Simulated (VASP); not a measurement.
Input of a VASP 6.6.1 run:

The input INCAR:

```
SYSTEM = ScAl2
PREC = Accurate
ENCUT = 520
EDIFF = 1E-7
ISMEAR = -1
SIGMA = 0.1
LREAL = .False.
LASPH = .True.
NELM = 80
ALGO = Normal
ISIF = 2
LWAVE = .False.
LCHARG = .True.
GGA = PS
LELF = .True.
LVHAR = .True.
NBANDS = 26
```

The input KPOINTS:

```
regular mesh
0
Gamma
  8 8 8
  0 0 0
```

POSCAR

```
ScAl2
1.0
    0.0000000000      3.7776526849      3.7776526849
    3.7776526849      0.0000000000      3.7776526849
    3.7776526849      3.7776526849      0.0000000000
Sc Al
2 4
Direct
    0.5000000000      0.5000000000      0.5000000000
    0.7500000000      0.7500000000      0.7500000000
    0.1250000000      0.1250000000      0.1250000000
    0.6250000000      0.1250000000      0.1250000000
    0.1250000000      0.6250000000      0.1250000000
    0.1250000000      0.1250000000      0.6250000000
```

Potentials or basis: VASP PAW PBE potentials, release 64 (Sc_sv, Al).

The run is started by

```bash
$ cat potpaw_PBE.64/Sc_sv/POTCAR potpaw_PBE.64/Al/POTCAR > POTCAR
$ mpirun -np 1 vasp_std > vasp.out
```

Question: What does it give for the band gap on the k mesh?

Answer: Zero (bands 17 and 18 overlap by 2.37 eV).

Question: What does it give for the pressure?

Answer: -0.9 GPa.

Caveat: the PAW data sets were made with another functional, which shifts forces and pressure a little.
